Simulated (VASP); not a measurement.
A run of VASP 6.6.1 is set up as follows.

File INCAR:

```
PREC     = Accurate       # precision mode
ENCUT    = 520            # plane-wave cutoff, eV
EDIFF    = 1E-7           # SCF threshold, eV
ISMEAR   = 0              # smearing method
SIGMA    = 0.1            # smearing width, eV
LREAL    = F              # projectors in reciprocal space
LASPH    = T              # aspherical terms in the spheres
NELM     = 60             # most SCF steps
ALGO     = Normal         # electronic algorithm
ISIF     = 2              # what is computed and relaxed
LWAVE    = F              # write WAVECAR
LCHARG   = F              # write CHGCAR
GGA      = PE             # functional
NBANDS   = 31             # bands
```

KPOINTS

```
Automatic mesh
0
Gamma
  6 6 2
```

File POSCAR:

```
MgCd2O3
1.0
    3.5157431900      0.0000000000      0.0000000000
   -1.7578715900      3.0447229100      0.0000000000
    0.0000000000      0.0000000000      8.6117768800
Mg Cd O
1 2 3
Direct
    0.0000000000      0.0000000000      0.5000000000
    0.6666666700      0.3333333300      0.8333333300
    0.3333333300      0.6666666700      0.1666666700
    0.3333333300      0.6666666700      0.6666666700
    0.6666666700      0.3333333300      0.3333333300
    0.0000000000      0.0000000000      0.0000000000
```

Potentials or basis: VASP PAW PBE potentials, release 64 (Mg, Cd, O).

Run with:

```console
$ cat potpaw_PBE.64/Mg/POTCAR potpaw_PBE.64/Cd/POTCAR potpaw_PBE.64/O/POTCAR > POTCAR
$ mpirun -np 1 vasp_std > vasp.out
```

Question: What does it give for the band gap on the k mesh?

Answer: Zero (filled and empty bands touch).

Question: Predict the pressure.

Answer: -16.3 GPa.

Forces in eV/Å, atoms in the order of the input:
```
Mg   0.000  0.000  0.000
Cd   0.000  0.000 -0.054
Cd   0.000  0.000  0.054
O    0.000  0.000 -0.997
O    0.000  0.000  0.997
O    0.000  0.000  0.000
```

Caveat: the k points lie up to 0.36 Å⁻¹ apart; semilocal functionals underestimate gaps, so a narrow gap can read as zero.
